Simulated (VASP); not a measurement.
# In7S (P-3m1) in VASP: a series of runs

The runs below take In7S through single point, with PBE.

Program: VASP 6.6.1. These are calculated values, not measurements. Logs are shortened: lines on timing, memory, paths and dates and some standing lists are left out, and cuts for length are marked.

**1. The cell of the first run**

It takes space group P-3m1 (No. 164, trigonal). The conventional cell has a = 3.689 Å, b = 3.689 Å, c = 38.316 Å, α = 90.00°, β = 90.00°, γ = 120.00°. In (site symmetry 3m) has 3 S at 2.53 Å and 1 In at 2.83 Å within 3.3 Å. In (site symmetry 3m) has 9 In at 3.32 to 3.69 Å and 3 S at 3.60 Å within 4.4 Å. Within 4.3 Å of In (site symmetry 3m) lie 12 In at 3.24 to 3.69 Å. Within 4.2 Å of In (site symmetry 3m) lie 12 In at 3.22 to 3.69 Å. Within 4.2 Å of In (site symmetry 3m) lie 12 In at 3.22 to 3.69 Å. Within 4.2 Å of In (site symmetry 3m) lie 12 In at 3.22 to 3.69 Å. In (site symmetry 3m) has 12 In at 3.22 to 3.69 Å within 4.2 Å. Within 3.3 Å of S (site symmetry 3m) lie 3 In at 2.53 Å.

**2. Single point, PBE**

INCAR reads:

```
PREC = Accurate
ENCUT = 500
EDIFF = 1E-6
ISMEAR = 0
SIGMA = 0.2
LREAL = False
LASPH = True
NELM = 120
ALGO = Normal
ISIF = 2
LWAVE = False
LCHARG = False
GGA = PE
NBANDS = 111
GGA_COMPAT = False
```

KPOINTS reads:

```
regular mesh
0
Gamma
  6 6 1
```

POSCAR reads:

```
In7S
1.0
    3.6891893130      0.0000000000      0.0000000000
   -1.8445946565      3.1949316644      0.0000000000
    0.0000000000      0.0000000000     38.3160781808
In S
14 2
Direct
    0.0000000000      0.0000000000      0.9630766274
    0.0000000000      1.0000000000      0.0369233726
    0.6666666667      0.3333333333      0.8518688554
    0.0000000000      0.0000000000      0.7852760882
    0.3333333333      0.6666666667      0.7214035438
    0.3333333333      0.6666666667      0.1481311446
    0.0000000000      1.0000000000      0.2147239118
    0.6666666667      0.3333333333      0.2785964562
    0.6666666667      0.3333333333      0.6582392592
    0.0000000000      0.0000000000      0.5949706138
    0.6666666667      0.3333333333      0.4682227737
    0.3333333333      0.6666666667      0.5317772263
    0.3333333333      0.6666666667      0.3417607408
    0.0000000000      1.0000000000      0.4050293862
    0.3333333333      0.6666666667      0.9274550485
    0.6666666667      0.3333333333      0.0725449515
```

Potentials or basis: VASP PAW PBE potentials, release 64 (In_d, S).

Started as:

```console
$ cat potpaw_PBE.64/In_d/POTCAR potpaw_PBE.64/S/POTCAR > POTCAR
$ mpirun -np 1 vasp_std > vasp.out
```

OUTCAR:

```text
PREC = Accurate
   ENCUT = 500
   EDIFF = 1E-6
   ISMEAR = 0
   LREAL = False
   LASPH = True
   NELM = 120
   ISIF = 2
   GGA = PE

 ion  position               nearest neighbor table
   1  0.000  0.000  0.963-  15 2.53  15 2.53  15 2.53   2 2.83
   2  0.000  0.000  0.037-  16 2.53  16 2.53  16 2.53   1 2.83
   3  0.667  0.333  0.852-   4 3.32   4 3.32   4 3.32
   4  0.000  0.000  0.785-   5 3.24   5 3.24   5 3.24   3 3.32   3 3.32   3 3.32
   5  0.333  0.667  0.721-   9 3.22   9 3.22   9 3.22   4 3.24   4 3.24   4 3.24
   6  0.333  0.667  0.148-   7 3.32   7 3.32   7 3.32
   7  0.000  0.000  0.215-   8 3.24   8 3.24   8 3.24   6 3.32   6 3.32   6 3.32
   8  0.667  0.333  0.279-  13 3.22  13 3.22  13 3.22   7 3.24   7 3.24   7 3.24
   9  0.667  0.333  0.658-   5 3.22   5 3.22   5 3.22  10 3.23  10 3.23  10 3.23
  10  0.000  0.000  0.595-  12 3.22  12 3.22  12 3.22   9 3.23   9 3.23   9 3.23
  11  0.667  0.333  0.468-  14 3.22  14 3.22  14 3.22  12 3.24  12 3.24  12 3.24
  12  0.333  0.667  0.532-  10 3.22  10 3.22  10 3.22  11 3.24  11 3.24  11 3.24
  13  0.333  0.667  0.342-   8 3.22   8 3.22   8 3.22  14 3.23  14 3.23  14 3.23
  14  0.000  0.000  0.405-  11 3.22  11 3.22  11 3.22  13 3.23  13 3.23  13 3.23
  15  0.333  0.667  0.927-   1 2.53   1 2.53   1 2.53
  16  0.667  0.333  0.073-   2 2.53   2 2.53   2 2.53

  LATTYP: Found a hexagonal cell.
 ALAT       =     3.6891893130
 C/A-ratio  =    10.3860428213

  Lattice vectors:

 A1 = (   3.6891893130,   0.0000000000,   0.0000000000)
 A2 = (  -1.8445946565,   3.1949316644,   0.0000000000)
 A3 = (   0.0000000000,   0.0000000000,  38.3160781808)

Analysis of symmetry for initial positions (statically):
=====================================================================
 Subroutine PRICEL returns:
 Original cell was already a primitive cell.

 Routine SETGRP: Setting up the symmetry group for a
 hexagonal supercell.

 Subroutine GETGRP returns: Found 12 space group operations
 (whereof 12 operations were pure point group operations)
 out of a pool of 24 trial point group operations.

The static configuration has the point symmetry D_3d.

Analysis of symmetry for dynamics (positions and initial velocities):
=====================================================================
 Subroutine PRICEL returns:
 Original cell was already a primitive cell.

 Routine SETGRP: Setting up the symmetry group for a
 hexagonal supercell.

 Subroutine GETGRP returns: Found 12 space group operations
 (whereof 12 operations were pure point group operations)
 out of a pool of 24 trial point group operations.

The dynamic configuration has the point symmetry D_3d.

 Subroutine INISYM returns: Found 12 space group operations
 (whereof 12 operations are pure point group operations),
 and found     1 'primitive' translations

----------------------------------------------------------------------------------------

                                     Primitive cell

  volume of cell :     451.6204

  direct lattice vectors                    reciprocal lattice vectors
     3.689189313  0.000000000  0.000000000     0.271062262  0.156497870  0.000000000
    -1.844594656  3.194931664  0.000000000     0.000000000  0.312995740  0.000000000
     0.000000000  0.000000000 38.316078181     0.000000000  0.000000000  0.026098704

  length of vectors
     3.689189313  3.689189313 38.316078181     0.312995740  0.312995740  0.026098704

  position of ions in fractional coordinates (direct lattice)
     0.000000000  0.000000000  0.963076627
     0.000000000  0.000000000  0.036923373
     0.666666667  0.333333333  0.851868855
     0.000000000  0.000000000  0.785276088
     0.333333333  0.666666667  0.721403544
     0.333333333  0.666666667  0.148131145
[... 8 lines left out ...]
     0.333333333  0.666666667  0.927455049
     0.666666667  0.333333333  0.072544951

  ion indices of the primitive-cell ions
   primitive index   ion index
                 1           1
                 2           2
                 3           3
                 4           4
                 5           5
                 6           6
[... 8 lines left out ...]
                15          15
                16          16

----------------------------------------------------------------------------------------

 KPOINTS: regular mesh

Automatic generation of k-mesh.
 Grid dimensions read from file:
 generate k-points for:    6    6    1

 Generating k-lattice:

  Cartesian coordinates                     Fractional coordinates (reciprocal lattice)
     0.045177044  0.026082978  0.000000000     0.166666667  0.000000000  0.000000000
     0.000000000  0.052165957  0.000000000     0.000000000  0.166666667  0.000000000
     0.000000000  0.000000000  0.026098704     0.000000000  0.000000000  1.000000000

  Length of vectors
     0.052165957  0.052165957  0.026098704

  Shift w.r.t. Gamma in fractional coordinates (k-lattice)
     0.000000000  0.000000000  0.000000000

 Subroutine IBZKPT returns following result:
 ===========================================

 Found      7 irreducible k-points:

 Following reciprocal coordinates:
            Coordinates               Weight
  0.000000  0.000000  0.000000      1.000000
  0.166667  0.000000  0.000000      6.000000
  0.333333  0.000000  0.000000      6.000000
  0.500000  0.000000  0.000000      3.000000
  0.166667  0.166667  0.000000      6.000000
  0.333333  0.166667  0.000000     12.000000
  0.333333  0.333333  0.000000      2.000000
   k-points           NKPTS =      7   k-points in BZ     NKDIM =      7   number of bands    NBANDS=    111
   number of dos      NEDOS =    301   number of ions     NIONS =     16
   total plane-waves  NPLWV = 219520
   dimension x,y,z NGX =    28 NGY =   28 NGZ =  280
   dimension x,y,z NGXF=    56 NGYF=   56 NGZF=  560
   ions per type =              14   2
   NGX,Y,Z   is equivalent  to a cutoff of  12.62, 12.62, 12.15 a.u.
   NGXF,Y,Z  is equivalent  to a cutoff of  25.24, 25.24, 24.30 a.u.
 SYSTEM =  unknown system
   PREC   = accura    normal or accurate (medium, high low for compatibility)
   ISTART =      0    job   : 0-new  1-cont  2-samecut
   ICHARG =      2    charge: 1-file 2-atom 10-const
   ISPIN  =      1    spin polarized calculation?
   LNONCOLLINEAR =      F non collinear calculations
   LSORBIT =      F    spin-orbit coupling
   LASPH  =      T    aspherical Exc in radial PAW
   ENCUT  =  500.0 eV  36.75 Ry    6.06 a.u.   6.73  6.73 69.86*2*pi/ulx,y,z
   NELM   =    120;   NELMIN=  2; NELMDL= -5     # of ELM steps
   EDIFF  = 0.1E-05   stopping-criterion for ELM
   LREAL  =      F    real-space projection
   EDIFFG = 0.1E-04   stopping-criterion for IOM
   NSW    =      0    number of steps for IOM
   IBRION =     -1    ionic relax: 0-MD 1-quasi-New 2-CG
   NFREE  =      0    steps in history (QN), initial steepest desc. (CG)
   ISIF   =      2    stress and relaxation
   ISYM   =      2    0-nonsym 1-usesym 2-fastsym
   POTIM  = 0.5000    time-step for ionic-motion
   TEBEG  =    0.0;   TEEND  =   0.0 temperature during run
   PSTRESS=    0.0 pullay stress
   NELECT =     194.0000    total number of electrons
   NUPDOWN=      -1.0000    fix difference up-down
   EMIN   =  10.00;   EMAX   =-10.00  energy-range for DOS
   EFERMI =   0.00;   METHOD = LEGACY
   ISMEAR =     0;   SIGMA  =   0.20  broadening in eV -4-tet -1-fermi 0-gaus
   EFERMI_NEDOS =   21; number of points for ismear=-14 and -15
   IALGO  =     38    algorithm
   IMIX   =      4    mixing-type and parameters
     AMIX     =   0.40;   BMIX     =  1.00
     AMIX_MAG =   1.60;   BMIX_MAG =  1.00
  volume/ion in A,a.u.               =      28.23       190.48
  Fermi-wavevector in a.u.,A,eV,Ry     =   1.235239  2.334263 20.759968  1.525815
  Thomas-Fermi vector in A             =   2.369896
   LORBIT       =      0    0 simple, 1 ext, 2 COOP (PROOUT), +10 PAW based schemes
   GGA     = PE    functional components
   LHFCALC =     F    Hartree Fock is set to
   AEXX    =    0.0000 exact exchange contribution
   IVDW    =     0    specifies the selected vdW correction
   LEPSILON=     F    determine dielectric tensor
   LRPA    =     F    only Hartree local field effects (RPA)
 non-spin polarized calculation
 Gauss-broadening in eV      SIGMA  =   0.20
  energy-cutoff  :      500.00
  volume of cell :      451.62
 maximum number of plane-waves:     11515
 NGX is ok and might be reduce to    28
   NGX = 13   NGY = 13   NGZ =139

 number of electron     193.9999979 magnetization

 Free energy of the ion-electron system (eV)
  ---------------------------------------------------
  ext. energy  EPLUGINS =         0.00000000
  ---------------------------------------------------
  free energy    TOTEN  =       -45.19692828 eV

  energy without entropy =      -45.05745989  energy(sigma->0) =      -45.12719408

 E-fermi :   6.3560     XC(G=0):  -9.6337

 val. band max:        6.2540667383   @ k =   0.5000   0.0000   0.0000
 cond. band min:       6.3592059627   @ k =   0.3333   0.1667   0.0000
 fundamental gap:      0.1051392244
 Fermi energy:         6.3560456055

 k-point     1 :       0.0000    0.0000    0.0000
  band No.  band energies     occupation
      1      -9.2805      2.00000
      2      -9.1020      2.00000
      3      -9.1020      2.00000
      4      -9.0914      2.00000
      5      -9.0914      2.00000
      6      -8.9965      2.00000
[... 101 lines left out ...]
    108      11.9217      0.00000
    109      12.0295      0.00000

 k-point     2 :       0.1667    0.0000    0.0000
  band No.  band energies     occupation
      1      -9.3026      2.00000
      2      -9.2326      2.00000
      3      -9.2008      2.00000
      4      -9.0919      2.00000
      5      -9.0528      2.00000
      6      -9.0132      2.00000
[... 101 lines left out ...]
    108      10.4731      0.00000
    109      10.7177      0.00000

 k-point     3 :       0.3333    0.0000    0.0000
  band No.  band energies     occupation
      1      -9.4633      2.00000
      2      -9.4068      2.00000
      3      -9.1998      2.00000
      4      -9.0907      2.00000
      5      -9.0465      2.00000
      6      -8.9793      2.00000
[... 101 lines left out ...]
    108       9.1259      0.00000
    109       9.1737      0.00000

 k-point     4 :       0.5000    0.0000    0.0000
  band No.  band energies     occupation
      1      -9.5337      2.00000
      2      -9.4751      2.00000
      3      -9.1861      2.00000
      4      -9.0948      2.00000
      5      -9.0638      2.00000
      6      -8.9642      2.00000
[... 101 lines left out ...]
    108       8.6428      0.00000
    109       8.7924      0.00000

 k-point     5 :       0.1667    0.1667    0.0000
  band No.  band energies     occupation
      1      -9.4140      2.00000
      2      -9.3590      2.00000
      3      -9.2138      2.00000
      4      -9.0875      2.00000
      5      -9.0400      2.00000
      6      -8.9982      2.00000
[... 101 lines left out ...]
    108       8.8498      0.00000
    109       9.0098      0.00000

 k-point     6 :       0.3333    0.1667    0.0000
  band No.  band energies     occupation
      1      -9.5071      2.00000
      2      -9.4602      2.00000
      3      -9.1906      2.00000
      4      -9.0968      2.00000
      5      -9.0524      2.00000
      6      -8.9725      2.00000
[... 101 lines left out ...]
    108       7.6481      0.00000
    109       7.8450      0.00000

 k-point     7 :       0.3333    0.3333    0.0000
  band No.  band energies     occupation
      1      -9.4953      2.00000
      2      -9.4953      2.00000
      3      -9.1819      2.00000
      4      -9.0821      2.00000
      5      -9.0821      2.00000
      6      -8.9537      2.00000
[... 101 lines left out ...]
    108       7.0144      0.00000
    109       7.1582      0.00000
 [bands above 109 left out]

------------------------ aborting loop because EDIFF is reached ----------------------------------------

  FORCE on cell =-STRESS in cart. coord.  units (eV):
  Direction    XX          YY          ZZ          XY          YZ          ZX
  --------------------------------------------------------------------------------------
  -------------------------------------------------------------------------------------
  Total       -0.9156350     -0.9156350      3.1655839      0.0000000      0.0000000      0.0000000
  in kB       -3.2483243     -3.2483243     11.2302866      0.0000000      0.0000000      0.0000000
  external PRESSURE =       1.5778793 kB  Pullay stress =       0.0000000 kB

 VOLUME and BASIS-vectors are now :
 -----------------------------------------------------------------------------
  energy-cutoff  :      500.00
  volume of cell :      451.62
      direct lattice vectors                 reciprocal lattice vectors
     3.689189313  0.000000000  0.000000000     0.271062262  0.156497870  0.000000000
    -1.844594656  3.194931664  0.000000000     0.000000000  0.312995740  0.000000000
     0.000000000  0.000000000 38.316078181     0.000000000  0.000000000  0.026098704

 POSITION                                       TOTAL-FORCE (eV/Angst)
 -----------------------------------------------------------------------------------
      0.00000      0.00000     36.90132        -0.000000      0.000000     -0.020607
      0.00000      0.00000      1.41476         0.000000     -0.000000      0.020607
      1.84459      1.06498     32.64027         0.000000      0.000000      0.033405
      0.00000      0.00000     30.08870         0.000000      0.000000      0.094240
     -0.00000      2.12995     27.64135         0.000000      0.000000     -0.017238
     -0.00000      2.12995      5.67580        -0.000000      0.000000     -0.033405
[... 8 lines left out ...]
     -0.00000      2.12995     35.53644         0.000000      0.000000      0.017761
      1.84459      1.06498      2.77964         0.000000     -0.000000     -0.017761
 -----------------------------------------------------------------------------------
    total drift:                               -0.000000      0.000000      0.000000

  FREE ENERGIE OF THE ION-ELECTRON SYSTEM (eV)
  ---------------------------------------------------
  free  energy   TOTEN  =       -45.1969282764 eV

  energy  without entropy=      -45.0574598856  energy(sigma->0) =      -45.12719408
```

It took 40 min on 1 thread of Intel Xeon 8259CL, shared host; peak memory 0.65 GiB.

Results:

```
Free energy            : -45.1969 eV
Pressure               : 0.2 GPa
Largest force          : 0.094 eV/Å
Band gap on the k mesh : zero (bands 97 and 98 overlap by 3.27 eV)
```

Forces on the atoms (eV/Å):
```
In   0.000  0.000 -0.021
In   0.000  0.000  0.021
In   0.000  0.000  0.033
In   0.000  0.000  0.094
In   0.000  0.000 -0.017
In   0.000  0.000 -0.033
In   0.000  0.000 -0.094
In   0.000  0.000  0.017
In   0.000  0.000 -0.018
In   0.000  0.000  0.042
In   0.000  0.000 -0.002
In   0.000  0.000  0.002
In   0.000  0.000  0.018
In   0.000  0.000 -0.042
S    0.000  0.000  0.018
S    0.000  0.000 -0.018
```

Stress tensor (GPa, compression positive):
```
-0.32  0.00  0.00
 0.00 -0.32  0.00
 0.00  0.00  1.12
```

Caveat: spin-orbit coupling is left out, which moves the levels of the heavy elements.

**3. Single point, PBE**

This run uses another cell than the first one, of 29.46 Å³/atom.

INCAR reads:

```
  ALGO = Normal
  EDIFF = 1E-6
  ENCUT = 500
  GGA = PE
  GGA_COMPAT = False
  ISIF = 2
  ISMEAR = 0
  LASPH = True
  LCHARG = False
  LREAL = False
  LWAVE = False
  NBANDS = 111
  NELM = 120
  PREC = Accurate
  SIGMA = 0.1
```

KPOINTS reads:

```
k-points
0
Gamma
  6 6 1
```

POSCAR reads:

```
In7S
1.0
    3.8088574451      0.0000000000      0.0000000000
   -1.9044287225      3.2985673068      0.0000000000
    0.0000000000      0.0000000000     37.5113795212
In S
14 2
Direct
    0.0000000000      0.0000000000      0.9622197853
    0.0000000000      0.0000000000      0.0377802147
    0.6666666667      0.3333333333      0.8358289824
    0.0000000000      0.0000000000      0.7711067879
    0.3333333333      0.6666666667      0.7111902867
    0.3333333333      0.6666666667      0.1641710176
    0.0000000000      0.0000000000      0.2288932121
    0.6666666667      0.3333333333      0.2888097133
    0.6666666667      0.3333333333      0.6512268527
    0.0000000000      0.0000000000      0.5907932837
    0.6666666667      0.3333333333      0.4700183174
    0.3333333333      0.6666666667      0.5299816826
    0.3333333333      0.6666666667      0.3487731473
    0.0000000000      0.0000000000      0.4092067163
    0.3333333333      0.6666666667      0.9286488435
    0.6666666667      0.3333333333      0.0713511565
```

Potentials or basis: VASP PAW PBE potentials, release 64 (In_d, S).

Started as:

```console
$ cat potpaw_PBE.64/In_d/POTCAR potpaw_PBE.64/S/POTCAR > POTCAR
$ mpirun -np 1 vasp_std > vasp.out
```

It took 50 min on 1 thread of Intel Xeon 8259CL, shared host; peak memory 0.62 GiB.

Results (log left out):

| Property | Result |
| --- | --- |
| Free energy | -44.8973 eV |
| Pressure | 0.0 GPa |
| Largest force | 0.132 eV/Å |
| Band gap on the k mesh | zero (bands 97 and 98 overlap by 4.08 eV) |

Forces on the atoms (eV/Å):
```
In   0.000  0.000  0.047
In   0.000  0.000 -0.047
In   0.000  0.000  0.125
In   0.000  0.000  0.076
In   0.000  0.000 -0.132
In   0.000  0.000 -0.125
In   0.000  0.000 -0.076
In   0.000  0.000  0.132
In   0.000  0.000 -0.030
In   0.000  0.000  0.000
In   0.000  0.000 -0.111
In   0.000  0.000  0.111
In   0.000  0.000  0.030
In   0.000  0.000  0.000
S    0.000  0.000 -0.015
S    0.000  0.000  0.015
```

Stress tensor (GPa, compression positive):
```
-0.24  0.00  0.00
 0.00 -0.24  0.00
 0.00  0.00  0.52
```

Levels at points of the mesh, in eV from the Fermi level:
| k point | band 95 | band 96 | band 97 | band 98 | band 99 | band 100 |
| --- | --- | --- | --- | --- | --- | --- |
| (0.00, 0.00, 0.00) | 1.45 | 1.92 | 3.07 | 3.98 | 3.98 | 4.25 |
| (0.50, 0.00, 0.00) | -1.62 | -1.31 | -0.91 | -0.41 | -0.12 | 0.31 |

Caveat: spin-orbit coupling is left out, which moves the levels of the heavy elements.
